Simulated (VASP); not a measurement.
Write the native input for VASP 6.6.1 that does the following.

* Task: single point
* Functional: PBE
* Potentials or basis: VASP PAW PBE potentials, release 64 (Be, S, Cd)
* Cutoff: 520 eV
* k mesh: 4 × 4 × 4
* Occupations: gaussian, width 0.01 eV
* Spin: non-collinear spin, zero start, spin-orbit coupling
* Starting moments: [[0.0, 0.0, 0.0], [0.0, 0.0, 0.0], [0.0, 0.0, 0.0], [0.0, 0.0, 0.0], [0.0, 0.0, 0.0], [0.0, 0.0, 0.0], [0.0, 0.0, 0.0], [0.0, 0.0, 0.0]] μB
* Dipole correction: no
* Further INCAR settings: ALGO = Normal; EDIFF = 1e-06; NBANDS = 80

The structure of BeCd3S4 lies in POSCAR:

```
BeCd3S4
1.0
    5.6160230936      0.0000000000      0.0000000000
    0.0000000000      5.6160230936      0.0000000000
    0.0000000000      0.0000000000      5.6160230936
Be S Cd
1 4 3
Direct
    0.0000000000      0.0000000000      0.0000000000
    0.2216284537      0.2216284537      0.2216284537
    0.7783715463      0.7783715463      0.2216284537
    0.7783715463      0.2216284537      0.7783715463
    0.2216284537      0.7783715463      0.7783715463
    0.5000000000      0.5000000000      0.0000000000
    0.5000000000      0.0000000000      0.5000000000
    0.0000000000      0.5000000000      0.5000000000
```

One way to write it, as run:

INCAR

```
PREC = Accurate
ENCUT = 520
EDIFF = 1E-6
ISMEAR = 0
SIGMA = 0.01
LREAL = False
LASPH = True
NELM = 150
ALGO = Normal
ISIF = 2
LWAVE = False
LCHARG = False
MAGMOM = 0 0 0 0 0 0 0 0 0 0 0 0 0 0 0 0 0 0 0 0 0 0 0 0
LORBIT = 11
LSORBIT = True
GGA_COMPAT = False
LORBMOM = True
GGA = PE
NBANDS = 80
```

KPOINTS

```
regular mesh
0
Gamma
  4 4 4
```

Potentials or basis: VASP PAW PBE potentials, release 64 (Be, S, Cd).

Launch:

```console
$ cat potpaw_PBE.64/Be/POTCAR potpaw_PBE.64/S/POTCAR potpaw_PBE.64/Cd/POTCAR > POTCAR
$ mpirun -np 1 vasp_ncl > vasp.out
```

It gave:

```yaml
Pressure: 1.5 GPa
Largest_force: 0.141 eV/Å
Net_moment: 0.00 μB per cell
Valence_electrons_inside_the_program's_atomic_spheres: Be 0.92; S 3.74; Cd 10.31
```

Run time: 7.2 min on 1 thread of Intel(R) Xeon(R) Platinum 8259CL CPU @ 2.50GHz (Skylake/Cascade Lake), on a shared host, peak memory 0.64 GiB.
